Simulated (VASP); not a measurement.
Runs of VASP 6.6.1 on Fe. It takes space group Im-3m (No. 229, cubic). The conventional cell has a = 2.891 Å, b = 2.891 Å, c = 2.891 Å, α = 90.00°, β = 90.00°, γ = 90.00°. Fe (site symmetry m-3m) has 14 Fe at 2.50 to 2.89 Å within 3.3 Å. 

| spin | fixed moment (μB) | pressure (GPa) | moment (μB) |
| --- | --- | --- | --- |
| collinear, ferromagnetic start | - | 3.6 | 2.92 |
| collinear, ferromagnetic start | 3.08 | (a) | 3.08 |
| collinear, zero start | 0.0 | -10.5 | 0.00 |
| collinear, ferromagnetic start | 1.85 | -18.1 | 1.85 |
| collinear, ferromagnetic start | 4.92 | 86.3 | 4.92 |
| collinear, ferromagnetic start | 3.69 | (b) | 3.69 |
| collinear, ferromagnetic start | 1.23 | -15.3 | 1.23 |
| collinear, ferromagnetic start | 0.62 | -6.3 | 0.62 |
| collinear, ferromagnetic start | 2.46 | -7.4 | 2.46 |
| collinear, ferromagnetic start | 4.31 | 55.9 | 4.31 |

Alike in all rows: task single point; level PBEsol+U; potentials or basis VASP PAW PBE potentials, release 64 (Fe); Fe d U = 5.3 eV; cell as given; k mesh 12 × 12 × 12; cutoff (eV) 520; smearing fermi-dirac 0.1 eV.

Fill in the values left out.

(a) 7.8; (b) 26.4.

Caveats: the PAW data sets were made with another functional, which shifts forces and pressure a little; the U is typed as a test and isn't derived for this compound; the total moment is fixed, so each spin has its own Fermi level (some runs).
